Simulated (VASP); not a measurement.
A run of VASP 6.6.1 is set up as follows.

File INCAR:

```
PREC     = Accurate       # precision mode
ENCUT    = 600            # plane-wave cutoff, eV
EDIFF    = 1E-6           # SCF threshold, eV
ISMEAR   = -1             # smearing method
SIGMA    = 0.05           # smearing width, eV
LREAL    = F              # projectors in reciprocal space
LASPH    = T              # aspherical terms in the spheres
NELM     = 100            # most SCF steps
ALGO     = Normal         # electronic algorithm
ISIF     = 3              # what is computed and relaxed
LWAVE    = F              # write WAVECAR
LCHARG   = F              # write CHGCAR
GGA      = PS             # functional
IBRION   = 2              # ionic algorithm
NSW      = 80             # ionic steps
EDIFFG   = -0.02          # ionic threshold
PSTRESS  = 50.0
```

File KPOINTS:

```
Automatic mesh
0
Gamma
  9 9 9
```

File POSCAR:

```
La
1.0
   -2.1238310710      2.1238310710      2.1238310710
    2.1238310710     -2.1238310710      2.1238310710
    2.1238310710      2.1238310710     -2.1238310710
La
1
Direct
    0.0000000000      0.0000000000      0.0000000000
```

Potentials or basis: VASP PAW PBE potentials, release 64 (La).

Command:

```console
$ cat potpaw_PBE.64/La/POTCAR > POTCAR
$ mpirun -np 1 vasp_std > vasp.out
```

**Question.** Predict the space group after relaxing (to 0.05 Å).

**Answer.** Im-3m (No. 229).

**Question.** Predict the relaxed volume.

**Answer.** 29.83 Å³/atom.

Step by step:
| step | energy change (eV) | largest force (eV/Å) | pressure (GPa) | volume (Å³) |
| --- | --- | --- | --- | --- |
| 1 | 0.0000 | 0.0000 | -2.55 | 38.32 |
| 2 | 0.0585 | 0.0000 | 5.73 | 29.15 |
| 3 | 0.0408 | 0.0000 | 5.15 | 29.68 |
| 4 | 0.0359 | 0.0000 | 4.95 | 29.83 |

Caveat: the cell is relaxed towards a set pressure, so the enthalpy falls and the energy may rise; the volume moved by over 15 % at a fixed basis, so the end points are rough; the PAW data sets were made with another functional, which shifts forces and pressure a little.
